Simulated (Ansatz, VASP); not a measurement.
Si: VASP beside Ansatz

```
CELL_PARAMETERS angstrom
2.26755 0.00000 0.00000
-1.13378 1.96376 0.00000
0.00000 0.00000 3.58922
ATOMIC_POSITIONS crystal
Si 0.33333 0.66667 0.25000
Si 0.66667 0.33333 0.75000
```

Alike in both runs: task relaxation of cell and atoms; functional PBEsol; k mesh 12 × 12 × 6; occupations gaussian, width 0.1 eV; no spin polarisation.

|  | VASP | Ansatz |
| --- | --- | --- |
| version | VASP 6.6.1 | Ansatz 0.2.0 |
| potentials or method | VASP PAW PBE potentials, release 64 (Si), cutoff 500 eV | scalar-relativistic, plane waves, PAW |
| valence electrons in the cell | 8 | 8 |

VASP gave:

- gap on the k mesh at the Fermi level, each at its own relaxed structure (eV): none
- relaxed volume (Å³/atom): 13.98
- relaxed cell length with the largest relative difference (Å): 4.422

Question: Which values does Ansatz return?

Answer: gap on the k mesh at the Fermi level, each at its own relaxed structure (eV): none; relaxed volume (Å³/atom): 13.90; relaxed cell length with the largest relative difference (Å): 4.494.

VASP's potentials were made for PBE, not for PBEsol. A gap of «none» marks a metal or a gap that the smearing closes.

Noted on VASP's run: the volume moved by over 15 % at a fixed basis, so the end points are rough.
